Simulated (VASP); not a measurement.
Set up this calculation in VASP 6.6.1, as the native input.

| Property | Result |
| --- | --- |
| Task | single point |
| Functional | LDA |
| Potentials or basis | VASP PAW LDA potentials, release 64 (Al, Ga_d, N) |
| Cutoff | 520 eV |
| k mesh | 6 × 6 × 6 |
| Occupations | gaussian, width 0.05 eV |
| Spin | no spin polarisation |
| Dipole correction | no |
| Further INCAR settings | ALGO = Normal; EDIFF = 1e-07; NBANDS = 41 |

The structure of AlGa3N4 lies in POSCAR:

```
AlGa3N4
1.0
    4.5152872089     -0.0515716627     -0.0515716627
   -0.0515716627      4.5152872089     -0.0515716627
   -0.0515716627     -0.0515716627      4.5152872089
Al Ga N
1 3 4
Direct
    0.0000000000      0.0000000000      0.0000000000
    0.5000000000      0.5000000000      0.0000000000
    0.5000000000      0.0000000000      0.5000000000
    0.0000000000      0.5000000000      0.5000000000
    0.7548078379      0.7548078379      0.2451921621
    0.7548078379      0.2451921621      0.7548078379
    0.2451921621      0.7548078379      0.7548078379
    0.2451921621      0.2451921621      0.2451921621
```

One way to write it, as run:

INCAR

```
SYSTEM = AlGa3N4
PREC = Accurate
ENCUT = 520
EDIFF = 1E-7
ISMEAR = 0
SIGMA = 0.05
LREAL = .False.
LASPH = .True.
NELM = 60
ALGO = Normal
ISIF = 2
LWAVE = .False.
LCHARG = .False.
NBANDS = 41
```

KPOINTS

```
regular mesh
0
Gamma
  6 6 6
  0 0 0
```

Potentials or basis: VASP PAW LDA potentials, release 64 (Al, Ga_d, N).

Run with:

```sh
$ cat potpaw_LDA.64/Al/POTCAR potpaw_LDA.64/Ga_d/POTCAR potpaw_LDA.64/N/POTCAR > POTCAR
$ mpirun -np 1 vasp_std > vasp.out
```

It gave:

```
Pressure               : -9.5 GPa
Largest force          : 0.322 eV/Å
Band gap on the k mesh : 2.05 eV
```

Caveat: the cell stands under tension.

It took 2.9 min on 1 thread of Intel Xeon 8259CL (shared host), peak memory 0.23 GiB.
